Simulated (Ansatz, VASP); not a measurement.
**Two plane-wave programs on Ge**

Contents of POSCAR:

```
Ge
1.0
    0.0000000000      2.7711609388      2.7711609388
    2.7711609388      0.0000000000      2.7711609388
    2.7711609388      2.7711609388      0.0000000000
Ge
2
Direct
    0.7500000000      0.7500000000      0.7500000000
    0.5000000000      0.5000000000      0.5000000000
```

INCAR.step1

```
PREC = Accurate
ENCUT = 520
EDIFF = 1E-5
ISMEAR = -1
SIGMA = 0.05
LREAL = False
LASPH = True
NELM = 60
ALGO = Normal
ISIF = 2
LWAVE = True
LCHARG = False
GGA = PE
NBANDS = 21
```

File INCAR.step2:

```
PREC = Accurate
ENCUT = 520
EDIFF = 1E-7
ISMEAR = -1
SIGMA = 0.05
LREAL = False
LASPH = True
NELM = 60
ALGO = Normal
ISIF = 2
LWAVE = False
LCHARG = False
GGA = PS
LHFCALC = True
AEXX = 0.25
HFSCREEN = 0.207
PRECFOCK = Normal
ISTART = 1
NBANDS = 21
```

The input KPOINTS:

```
Automatic mesh
0
Gamma
  4 4 4
```

input.yaml

```yaml
crystal:
  lattice:
    - [0.0, 2.7711609388, 2.7711609388]
    - [2.7711609388, 0.0, 2.7711609388]
    - [2.7711609388, 2.7711609388, 0.0]
  atoms:
    - { symbol: Ge, position: [0.75, 0.75, 0.75] }
    - { symbol: Ge, position: [0.5, 0.5, 0.5] }
hamiltonian:
  xc:
    exchange: hjs_pbesol
    correlation: pbesol
    exx: { coeff: 0.25, omega: 0.207 }
  pseudopotentials: { kind: paw }
kpoints:
  mp_grid: { grid: [4, 4, 4] }
scf:
  occupations: { method: fermi_dirac, width: 0.05 }
output:
  forces: true
  stress: true
  eigenvalues: true
```

Alike in both runs: task single point; functional PBEsol-based screened hybrid with a share of 0.25 of exact exchange and HFSCREEN = 0.207; k mesh 4 × 4 × 4; occupations fermi-dirac, width 0.05 eV; no spin polarisation.

|  | VASP | Ansatz |
| --- | --- | --- |
| version | VASP 6.6.1 | Ansatz 0.2.0 |
| potentials or method | VASP PAW PBE potentials, release 64 (Ge_d) | Ansatz PAW |
| plane-wave cutoff (eV) | 520 | 420 |
| valence electrons in the cell | 28 | 28 |

|  | VASP | Ansatz | Ansatz less VASP |
| --- | --- | --- | --- |
| gap on the k mesh at the Fermi level (eV) | 1.05 | 1.03 | -0.012 |
| least direct gap on the mesh (eV) | 1.54 | 1.51 | -0.024 |
| pressure (GPa) | 4.5 | 4.5 | +0.04 |

VASP's potentials were made for PBE, not for PBEsol-based screened hybrid.

The k mesh is coarse, so the values compare programs but aren't converged.
